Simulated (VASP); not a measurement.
# KBr (Fm-3m) in VASP: single point with PBE-based screened hybrid

Aim: the single point of KBr with PBE-based screened hybrid.

Everything below comes from runs of VASP 6.6.1. Logs are shortened: lines on timing, memory, paths and dates and some standing lists are left out, and cuts for length are marked.

## Step 1: The cell of the first run

Symmetry: Fm-3m, No. 225, cubic system. Conventional cell: a = 6.605 Å, b = 6.605 Å, c = 6.605 Å, α = 90.00°, β = 90.00°, γ = 90.00°. Within 4.3 Å of K (site symmetry m-3m) lie 6 Br at 3.30 Å. Br (site symmetry m-3m) has 6 K at 3.30 Å within 4.3 Å.

## Step 2: Single point, PBE-based screened hybrid

File POSCAR:

```
KBr
1.0
    0.0000000000      3.3024386828      3.3024386828
    3.3024386828      0.0000000000      3.3024386828
    3.3024386828      3.3024386828      0.0000000000
K Br
1 1
Direct
    0.0000000000      0.0000000000      0.0000000000
    0.5000000000      0.5000000000      0.5000000000
```

File INCAR.step1:

```
  ALGO = Normal
  EDIFF = 1E-5
  ENCUT = 520
  GGA = PE
  ISIF = 2
  ISMEAR = 0
  LASPH = T
  LCHARG = F
  LREAL = F
  LWAVE = T
  NBANDS = 15
  NELM = 100
  PREC = Accurate
  SIGMA = 0.01
```

File INCAR.step2:

```
  AEXX = 0.05
  ALGO = Normal
  EDIFF = 1E-6
  ENCUT = 520
  GGA = PE
  HFSCREEN = 0.1
  ISIF = 2
  ISMEAR = 0
  ISTART = 1
  LASPH = T
  LCHARG = F
  LHFCALC = T
  LREAL = F
  LWAVE = F
  NBANDS = 15
  NELM = 100
  PREC = Accurate
  PRECFOCK = Normal
  SIGMA = 0.01
```

File KPOINTS:

```
k-points
0
Gamma
  4 4 4
```

Potentials or basis: VASP PAW PBE potentials, release 64 (K_sv, Br).

Run with:

```sh
> cat potpaw_PBE.64/K_sv/POTCAR potpaw_PBE.64/Br/POTCAR > POTCAR
> cp INCAR.step1 INCAR
> mpirun -np 1 vasp_std > vasp.out
> cp INCAR.step2 INCAR
> mpirun -np 1 vasp_std > vasp.out
```

OUTCAR:

```text
AEXX = 0.05
   EDIFF = 1E-6
   ENCUT = 520
   GGA = PE
   HFSCREEN = 0.1
   ISIF = 2
   ISMEAR = 0
   ISTART = 1
   LASPH = T
   LHFCALC = T
   LREAL = F
   NELM = 100
   PREC = Accurate
   PRECFOCK = Normal

 ion  position               nearest neighbor table
   1  0.000  0.000  0.000-
   2  0.500  0.500  0.500-

  LATTYP: Found a face centered cubic cell.
 ALAT       =     6.6048773656

  Lattice vectors:

 A1 = (   0.0000000000,   3.3024386828,   3.3024386828)
 A2 = (   3.3024386828,   0.0000000000,   3.3024386828)
 A3 = (   3.3024386828,   3.3024386828,   0.0000000000)

Analysis of symmetry for initial positions (statically):
=====================================================================
 Subroutine PRICEL returns:
 Original cell was already a primitive cell.

 Routine SETGRP: Setting up the symmetry group for a
 face centered cubic supercell.

 Subroutine GETGRP returns: Found 48 space group operations
 (whereof 48 operations were pure point group operations)
 out of a pool of 48 trial point group operations.

The static configuration has the point symmetry O_h .

Analysis of symmetry for dynamics (positions and initial velocities):
=====================================================================
 Subroutine PRICEL returns:
 Original cell was already a primitive cell.

 Routine SETGRP: Setting up the symmetry group for a
 face centered cubic supercell.

 Subroutine GETGRP returns: Found 48 space group operations
 (whereof 48 operations were pure point group operations)
 out of a pool of 48 trial point group operations.

The dynamic configuration has the point symmetry O_h .

 Subroutine INISYM returns: Found 48 space group operations
 (whereof 48 operations are pure point group operations),
 and found     1 'primitive' translations

----------------------------------------------------------------------------------------

                                     Primitive cell

  volume of cell :      72.0335

  direct lattice vectors                    reciprocal lattice vectors
     0.000000000  3.302438683  3.302438683    -0.151403265  0.151403265  0.151403265
     3.302438683  0.000000000  3.302438683     0.151403265 -0.151403265  0.151403265
     3.302438683  3.302438683  0.000000000     0.151403265  0.151403265 -0.151403265

  length of vectors
     4.670353574  4.670353574  4.670353574     0.262238148  0.262238148  0.262238148

  position of ions in fractional coordinates (direct lattice)
     0.000000000  0.000000000  0.000000000
     0.500000000  0.500000000  0.500000000

  ion indices of the primitive-cell ions
   primitive index   ion index
                 1           1
                 2           2

----------------------------------------------------------------------------------------

 KPOINTS: k-points

Automatic generation of k-mesh.
 Grid dimensions read from file:
 generate k-points for:    4    4    4

 Generating k-lattice:

  Cartesian coordinates                     Fractional coordinates (reciprocal lattice)
    -0.037850816  0.037850816  0.037850816     0.250000000  0.000000000  0.000000000
     0.037850816 -0.037850816  0.037850816     0.000000000  0.250000000  0.000000000
     0.037850816  0.037850816 -0.037850816     0.000000000  0.000000000  0.250000000

  Length of vectors
     0.065559537  0.065559537  0.065559537

  Shift w.r.t. Gamma in fractional coordinates (k-lattice)
     0.000000000  0.000000000  0.000000000

 Subroutine IBZKPT returns following result:
 ===========================================

 Found      8 irreducible k-points:

 Following reciprocal coordinates:
            Coordinates               Weight
  0.000000  0.000000  0.000000      1.000000
  0.250000  0.000000  0.000000      8.000000
  0.500000  0.000000  0.000000      4.000000
  0.250000  0.250000  0.000000      6.000000
  0.500000  0.250000  0.000000     24.000000
 -0.250000  0.250000  0.000000     12.000000
  0.500000  0.500000  0.000000      3.000000
 -0.250000  0.500000  0.250000      6.000000
   k-points           NKPTS =      8   k-points in BZ     NKDIM =     64   number of bands    NBANDS=     15
   number of dos      NEDOS =    301   number of ions     NIONS =      2
   total plane-waves  NPLWV =  46656
   dimension x,y,z NGX =    36 NGY =   36 NGZ =   36
   dimension x,y,z NGXF=    72 NGYF=   72 NGZF=   72
   ions per type =               1   1
   NGX,Y,Z   is equivalent  to a cutoff of  12.81, 12.81, 12.81 a.u.
   NGXF,Y,Z  is equivalent  to a cutoff of  25.63, 25.63, 25.63 a.u.
 SYSTEM =  unknown system
   PREC   = accura    normal or accurate (medium, high low for compatibility)
   ISTART =      1    job   : 0-new  1-cont  2-samecut
   ICHARG =      0    charge: 1-file 2-atom 10-const
   ISPIN  =      1    spin polarized calculation?
   LNONCOLLINEAR =      F non collinear calculations
   LSORBIT =      F    spin-orbit coupling
   LASPH  =      T    aspherical Exc in radial PAW
   ENCUT  =  520.0 eV  38.22 Ry    6.18 a.u.   8.68  8.68  8.68*2*pi/ulx,y,z
   NELM   =    100;   NELMIN=  2; NELMDL=  0     # of ELM steps
   EDIFF  = 0.1E-05   stopping-criterion for ELM
   LREAL  =      F    real-space projection
   EDIFFG = 0.1E-04   stopping-criterion for IOM
   NSW    =      0    number of steps for IOM
   IBRION =     -1    ionic relax: 0-MD 1-quasi-New 2-CG
   NFREE  =      0    steps in history (QN), initial steepest desc. (CG)
   ISIF   =      2    stress and relaxation
   ISYM   =      3    0-nonsym 1-usesym 2-fastsym
   POTIM  = 0.5000    time-step for ionic-motion
   TEBEG  =    0.0;   TEEND  =   0.0 temperature during run
   PSTRESS=    0.0 pullay stress
   NELECT =      16.0000    total number of electrons
   NUPDOWN=      -1.0000    fix difference up-down
   EMIN   =  10.00;   EMAX   =-10.00  energy-range for DOS
   EFERMI =   0.00;   METHOD = LEGACY
   ISMEAR =     0;   SIGMA  =   0.01  broadening in eV -4-tet -1-fermi 0-gaus
   EFERMI_NEDOS =   21; number of points for ismear=-14 and -15
   IALGO  =     38    algorithm
   IMIX   =      1    mixing-type and parameters
     AMIX     =   0.40;   BMIX     =  1.00
     AMIX_MAG =   1.60;   BMIX_MAG =  1.00
  volume/ion in A,a.u.               =      36.02       243.05
  Fermi-wavevector in a.u.,A,eV,Ry     =   0.991448  1.873566 13.374115  0.982970
  Thomas-Fermi vector in A             =   2.123190
   LORBIT       =      0    0 simple, 1 ext, 2 COOP (PROOUT), +10 PAW based schemes
   GGA     = PE    functional components
   LHFCALC =     T    Hartree Fock is set to
   PRECFOCK=normal    Normal, Fast or Accurate (Low or Medium for compatibility)
   ENCUT4O =  -1.0   cutoff for four orbital integrals eV
   NKREDX  =     1    reduce k-point grid by
   NKREDY  =     1    reduce k-point grid by
   NKREDZ  =     1    reduce k-point grid by
   AEXX    =    0.0500 exact exchange contribution
   HFSCREEN=    0.1000 screening length (either q_TF or 0.3 A-1)
   HFSCREENC=   0.1000 screening length for correlation (either q_TF or 0.3 A-1)
   ENCUTFOCK=  -1.0 apply spherical cutoff to Coloumb kernel
   IVDW    =     0    specifies the selected vdW correction
   LEPSILON=     F    determine dielectric tensor
   LRPA    =     F    only Hartree local field effects (RPA)
 non-spin polarized calculation
 Gauss-broadening in eV      SIGMA  =   0.01
  energy-cutoff  :      520.00
  volume of cell :       72.03
 maximum number of plane-waves:      1964
 NGX is ok and might be reduce to    36
  NGX = 28; NGY = 28; NGZ = 28

 number of electron      15.9999997 magnetization

 Free energy of the ion-electron system (eV)
  ---------------------------------------------------
  ext. energy  EPLUGINS =         0.00000000
  ---------------------------------------------------
  free energy    TOTEN  =        -6.45153249 eV

  energy without entropy =       -6.45153249  energy(sigma->0) =       -6.45153249

 E-fermi :  -1.9125     XC(G=0):  -7.0870

 val. band max:       -1.9601034044   @ k =   0.0000   0.0000   0.0000
 cond. band min:       2.7654492314   @ k =   0.0000   0.0000   0.0000
 fundamental gap:      4.7255526358
 Fermi energy:        -1.9124633760

 k-point     1 :       0.0000    0.0000    0.0000
  band No.  band energies     occupation
      1     -30.1922      2.00000
      2     -14.4633      2.00000
      3     -13.3970      2.00000
      4     -13.3970      2.00000
      5     -13.3970      2.00000
      6      -1.9601      2.00000
      7      -1.9601      2.00000
      8      -1.9601      2.00000
      9       2.7654      0.00000
     10       5.9904      0.00000
     11       5.9904      0.00000
     12       5.9904      0.00000
     13       6.8385      0.00000
     14       6.8385      0.00000
     15       9.9318      0.00000

 k-point     2 :       0.2500    0.0000    0.0000
  band No.  band energies     occupation
      1     -30.1894      2.00000
      2     -14.5594      2.00000
      3     -13.3996      2.00000
      4     -13.3996      2.00000
      5     -13.2640      2.00000
      6      -2.6351      2.00000
      7      -2.1340      2.00000
      8      -2.1340      2.00000
      9       4.0223      0.00000
     10       5.8567      0.00000
     11       6.7015      0.00000
     12       6.7015      0.00000
     13       7.6137      0.00000
     14       7.6137      0.00000
     15      10.6450      0.00000

 k-point     3 :       0.5000    0.0000    0.0000
  band No.  band energies     occupation
      1     -30.1866      2.00000
      2     -14.6392      2.00000
      3     -13.4021      2.00000
      4     -13.4021      2.00000
      5     -13.1462      2.00000
      6      -3.1504      2.00000
      7      -2.2948      2.00000
      8      -2.2948      2.00000
      9       4.9243      0.00000
     10       6.6123      0.00000
     11       8.1995      0.00000
     12       8.1995      0.00000
     13       8.4420      0.00000
     14       8.4420      0.00000
     15       9.3541      0.00000

 k-point     4 :       0.2500    0.2500    0.0000
  band No.  band energies     occupation
      1     -30.1885      2.00000
      2     -14.5090      2.00000
      3     -13.4148      2.00000
      4     -13.4148      2.00000
      5     -13.3095      2.00000
      6      -2.6714      2.00000
      7      -2.1245      2.00000
      8      -2.1245      2.00000
      9       4.2439      0.00000
     10       4.8930      0.00000
     11       7.2662      0.00000
     12       7.4577      0.00000
     13       7.4577      0.00000
     14       8.0073      0.00000
     15      10.1418      0.00000

 k-point     5 :       0.5000    0.2500    0.0000
  band No.  band energies     occupation
      1     -30.1858      2.00000
      2     -14.5179      2.00000
      3     -13.4367      2.00000
      4     -13.4176      2.00000
      5     -13.2811      2.00000
      6      -2.8546      2.00000
      7      -2.4277      2.00000
      8      -2.2730      2.00000
      9       5.0087      0.00000
     10       5.9317      0.00000
     11       7.3166      0.00000
     12       8.0694      0.00000
     13       8.1717      0.00000
     14       8.6615      0.00000
     15       9.3730      0.00000

 k-point     6 :      -0.2500    0.2500    0.0000
  band No.  band energies     occupation
      1     -30.1867      2.00000
      2     -14.5664      2.00000
      3     -13.4372      2.00000
      4     -13.4024      2.00000
      5     -13.2210      2.00000
      6      -2.8827      2.00000
      7      -2.3678      2.00000
      8      -2.2829      2.00000
      9       5.2390      0.00000
     10       5.8267      0.00000
     11       7.2119      0.00000
     12       7.3499      0.00000
     13       8.0440      0.00000
     14       9.0903      0.00000
     15       9.4398      0.00000

 k-point     7 :       0.5000    0.5000    0.0000
  band No.  band energies     occupation
      1     -30.1850      2.00000
      2     -14.3626      2.00000
      3     -13.4874      2.00000
      4     -13.4330      2.00000
      5     -13.4329      2.00000
      6      -2.7864      2.00000
      7      -2.2508      2.00000
      8      -2.2508      2.00000
      9       4.2172      0.00000
     10       5.5595      0.00000
     11       7.8014      0.00000
     12       7.8622      0.00000
     13       8.1081      0.00000
     14       9.2400      0.00000
     15       9.2400      0.00000

 k-point     8 :      -0.2500    0.5000    0.2500
  band No.  band energies     occupation
      1     -30.1849      2.00000
      2     -14.4594      2.00000
      3     -13.4600      2.00000
      4     -13.4600      2.00000
      5     -13.3003      2.00000
      6      -2.5557      2.00000
      7      -2.5557      2.00000
      8      -2.5014      2.00000
      9       5.7495      0.00000
     10       5.7495      0.00000
     11       6.6297      0.00000
     12       7.4135      0.00000
     13       9.0944      0.00000
     14       9.2666      0.00000
     15       9.4847      0.00000

------------------------ aborting loop because EDIFF is reached ----------------------------------------

  FORCE on cell =-STRESS in cart. coord.  units (eV):
  Direction    XX          YY          ZZ          XY          YZ          ZX
  --------------------------------------------------------------------------------------
  -------------------------------------------------------------------------------------
  Total        0.2979918      0.2979918      0.2979918     -0.0000000      0.0000000      0.0000000
  in kB        6.6279715      6.6279715      6.6279715     -0.0000000      0.0000000      0.0000000
  external PRESSURE =       6.6279715 kB  Pullay stress =       0.0000000 kB

 VOLUME and BASIS-vectors are now :
 -----------------------------------------------------------------------------
  energy-cutoff  :      520.00
  volume of cell :       72.03
      direct lattice vectors                 reciprocal lattice vectors
     0.000000000  3.302438683  3.302438683    -0.151403265  0.151403265  0.151403265
     3.302438683  0.000000000  3.302438683     0.151403265 -0.151403265  0.151403265
     3.302438683  3.302438683  0.000000000     0.151403265  0.151403265 -0.151403265

 POSITION                                       TOTAL-FORCE (eV/Angst)
 -----------------------------------------------------------------------------------
      0.00000      0.00000      0.00000        -0.000000      0.000000     -0.000000
      3.30244      3.30244      3.30244         0.000000      0.000000      0.000000
 -----------------------------------------------------------------------------------
    total drift:                               -0.000000     -0.000000     -0.000000

  FREE ENERGIE OF THE ION-ELECTRON SYSTEM (eV)
  ---------------------------------------------------
  free  energy   TOTEN  =        -6.4515324867 eV

  energy  without entropy=       -6.4515324867  energy(sigma->0) =       -6.45153249
```

Run time: 3.8 min. Hardware: 1 thread of Intel Xeon Platinum 8488C (Sapphire Rapids), shared host; peak memory 0.32 GiB.

Results:

- Free energy: -6.4515 eV
- Pressure: 0.7 GPa
- Band gap on the k mesh: 4.73 eV, direct

Caveat: the PAW data sets were made with another functional, which shifts forces and pressure a little.
